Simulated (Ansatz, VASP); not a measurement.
## Fe: VASP beside Ansatz

```xyz
2
Lattice="1.4156 -1.4156 1.4156 -1.4156 1.4156 1.4156 -2.8312 -2.8312 0.0000" Properties=species:S:1:pos:R:3 pbc="T T T"
Fe    0.0000    0.0000    0.0000
Fe   -1.4156   -1.4156    1.4156
```

Alike in both runs: task single point; functional PBE; k mesh 14 × 14 × 10; occupations gaussian, width 0.05 eV; collinear spin.

|  | VASP | Ansatz |
| --- | --- | --- |
| version | VASP 6.6.1 | Ansatz 0.2.0 |
| potentials or method | VASP PAW PBE potentials, release 64 (Fe), cutoff 520 eV | scalar-relativistic, plane waves, PAW |
| valence electrons in the cell | 16 | 32 |

VASP gave:

| Property | Result |
| --- | --- |
| gap on the k mesh at the Fermi level (eV) | none |
| pressure (GPa) | -2.7 |
| traceless stress, the component that is largest in VASP (GPa) | 6.54 |
| net moment per atom (μB) | 0.00 |
| size of the moment on the site where the two differ most (μB) | 1.95 |

Task: What did Ansatz give for the same quantities?

Result: gap on the k mesh at the Fermi level (eV): none; pressure (GPa): -2.4; traceless stress, the component that is largest in VASP (GPa): 6.60; net moment per atom (μB): 0.00; size of the moment on the site where the two differ most (μB): 1.91.

Site moments also hang on the region over which each program counts them. A gap of «none» marks a metal or a gap that the smearing closes. VASP's potentials hold 16 valence electrons a cell and Ansatz's 32, so a difference there can come from the potentials and not from the codes.
